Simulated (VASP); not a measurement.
TiN: single point with LDA

Crystal: TiN.

```
Ti N
1.0
     0.00000    2.08636    2.08636
     2.08636    0.00000    2.08636
     2.08636    2.08636    0.00000
Ti N
1 1
Direct
  0.00000 0.00000 0.00000
  0.50000 0.50000 0.50000
```

```
Program                : VASP 6.6.1
Task                   : single point
Functional             : LDA
Potentials or basis    : VASP PAW LDA potentials, release 64 (Ti_sv, N_h)
Cutoff                 : 1330 eV
k mesh                 : 8 × 8 × 8
Occupations            : gaussian, width 0.1 eV
Spin                   : no spin polarisation
Dipole correction      : no
Further INCAR settings : ALGO = Normal; EDIFF = 1e-06; NBANDS = 16
```

| Property | Result |
| --- | --- |
| Pressure | 0.9 GPa |
| Band gap on the k mesh | zero (an odd number of electrons rules out a gap without spin polarisation) |

Levels at points of the mesh, in eV from the Fermi level:
| k point | band 6 | band 7 | band 8 | band 9 | band 10 | band 11 | band 12 | band 13 |
| --- | --- | --- | --- | --- | --- | --- | --- | --- |
| (0.00, 0.00, 0.00) | -2.08 | -2.08 | -2.08 | -0.70 | -0.70 | -0.70 | 0.59 | 0.59 |
| (0.50, 0.00, 0.00) | -8.39 | -5.76 | -5.76 | 1.81 | 1.81 | 2.55 | 6.13 | 6.13 |
| (0.50, 0.50, 0.00) | -5.89 | -3.33 | -3.27 | -3.27 | 1.75 | 2.58 | 2.58 | 4.04 |

Wall time 13 s on 1 thread of Intel(R) Xeon(R) 6975P-C (Granite Rapids), with other jobs on the host, peak memory 0.19 GiB.

Caveat: an odd number of electrons without spin polarisation forces a metal; a magnetic or distorted state may lie lower.
